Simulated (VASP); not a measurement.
BaZrO3:

```
Ba Zr O
1.0
     4.20535    0.00000    0.00000
     0.00000    4.20535    0.00000
     0.00000    0.00000    4.20535
Ba Zr O
1 1 3
Direct
  0.00000 0.00000 0.00000
  0.50000 0.50000 0.50000
  0.00000 0.50000 0.50000
  0.50000 0.00000 0.50000
  0.50000 0.50000 0.00000
```

Base run:

* Program: VASP 6.6.1
* Functional: r2SCAN
* Potentials or basis: VASP PAW PBE potentials, release 64 (Ba_sv, Zr_sv, O)
* Cutoff: 520 eV
* k mesh: 6 × 6 × 6
* Occupations: gaussian, width 0.01 eV
* Spin: no spin polarisation

Its results: band gap on the k mesh 3.68 eV (least direct gap 3.93 eV); pressure 1.0 GPa.

Question: The run is repeated on the same cell with these changes: functional from r2SCAN to PBE. What comes out?

Answer: Band gap on the k mesh 3.17 eV (least direct gap 3.40 eV); pressure 3.4 GPa.

Caveats: spin-orbit coupling is left out, which moves the levels of the heavy elements; the PAW data sets were made with another functional, which shifts forces and pressure a little (at least some runs); the cell stands under pressure (at least some runs).

A k mesh can miss the band edges.
